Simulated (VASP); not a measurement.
Wanted: the native input for a VASP 6.6.1 run.

```yaml
Task: single point
Functional: PBE
Potentials_or_basis: VASP PAW PBE potentials, release 64 (Sn_d, O)
Cutoff: 520 eV
k_mesh: 7 × 7 × 6
Occupations: fermi-dirac, width 0.05 eV
Spin: non-collinear spin, zero start, spin-orbit coupling
Starting_moments: "[[0.0, 0.0, 0.0], [0.0, 0.0, 0.0], [0.0, 0.0, 0.0], [0.0, 0.0, 0.0]] μB"
Dipole_correction: no
Further_INCAR_settings: ALGO = Normal; EDIFF = 1e-06; NBANDS = 54
```

The structure of SnO lies in POSCAR:

```
SnO
1.0
    3.7621524798      0.0000000000      0.0000000000
    0.0000000000      3.7621524798      0.0000000000
    0.0000000000      0.0000000000      4.8208658347
Sn O
2 2
Direct
    0.5000000000      0.0000000000      0.7646261400
    0.0000000000      0.5000000000      0.2353738600
    0.0000000000      0.0000000000      0.0000000000
    0.5000000000      0.5000000000      0.0000000000
```

The input as run:

INCAR

```
SYSTEM = SnO
ALGO     = Normal         ! electronic algorithm
EDIFF    = 1E-6           ! SCF threshold, eV
ENCUT    = 520            ! plane-wave cutoff, eV
GGA      = PE             ! functional
GGA_COMPAT= .False.      
ISIF     = 2              ! what is computed and relaxed
ISMEAR   = -1             ! smearing method
LASPH    = .True.         ! aspherical terms in the spheres
LCHARG   = .False.        ! write CHGCAR
LNONCOLLINEAR= .True.         ! non-collinear magnetism
LORBIT   = 11             ! projections on sites
LORBMOM  = .True.       
LREAL    = .False.        ! projectors in reciprocal space
LSORBIT  = .True.         ! spin-orbit coupling
LWAVE    = .False.        ! write WAVECAR
MAGMOM   = 0 0 0 0 0 0 0 0 0 0 0 0 ! initial moments
NBANDS   = 54             ! bands
NELM     = 150            ! most SCF steps
PREC     = Accurate       ! precision mode
SIGMA    = 0.05           ! smearing width, eV
```

KPOINTS

```
k-points
0
Gamma
  7 7 6
  0 0 0
```

Potentials or basis: VASP PAW PBE potentials, release 64 (Sn_d, O).

Command:

```console
$ cat potpaw_PBE.64/Sn_d/POTCAR potpaw_PBE.64/O/POTCAR > POTCAR
$ mpirun -np 1 vasp_ncl > vasp.out
```

Results of the run:

```json
{"Pressure": "8.3 GPa", "Largest force": "1.076 eV/Å", "Net moment": "0.00 μB per cell", "Valence electrons inside the program's atomic spheres": "Sn 12.17; O 5.04"}
```

Caveat: the cell stands under pressure; forces of over 1 eV/Å act on the atoms, so gaps and moduli don't describe the material at rest.

It took 2.8 min on 1 thread of AMD EPYC 9R45 (Zen 5), on a shared host, peak memory 0.37 GiB.
